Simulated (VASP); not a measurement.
Input of a VASP 6.6.1 run:

File INCAR:

```
SYSTEM = LiC2
  PREC = Accurate
  ENCUT = 520
  EDIFF = 1E-6
  ISMEAR = 0
  SIGMA = 0.1
  LREAL = .False.
  LASPH = .True.
  NELM = 80
  ALGO = Normal
  ISIF = 2
  LWAVE = .False.
  LCHARG = .False.
  GGA = PE
  NBANDS = 20
```

KPOINTS

```
Automatic mesh
0
Gamma
  6 6 6
  0 0 0
```

File POSCAR:

```
LiC2
1.0
   -2.1326961384      2.1326961384      3.4304141946
    2.1326961384     -2.1326961384      3.4304141946
    2.1326961384      2.1326961384     -3.4304141946
Li C
2 4
Direct
    0.0000000000      0.0000000000      0.0000000000
    0.7500000000      0.2500000000      0.5000000000
    0.3750000000      0.3522000000      0.4772000000
    0.6478000000      0.1250000000      0.0228000000
    0.8750000000      0.8978000000      0.5228000000
    0.1022000000      0.6250000000      0.9772000000
```

Potentials or basis: VASP PAW PBE potentials, release 64 (Li_sv, C).

The run is started by

```sh
$ cat potpaw_PBE.64/Li_sv/POTCAR potpaw_PBE.64/C/POTCAR > POTCAR
$ mpirun -np 1 vasp_std > vasp.out
```

(1) Predict the band gap on the k mesh.

(2) What does it give for the largest force?

Results:

(1) zero (bands 11 and 12 overlap by 1.41 eV).

(2) 3.897 eV/Å.

Caveat: forces of over 1 eV/Å act on the atoms, so gaps and moduli don't describe the material at rest.
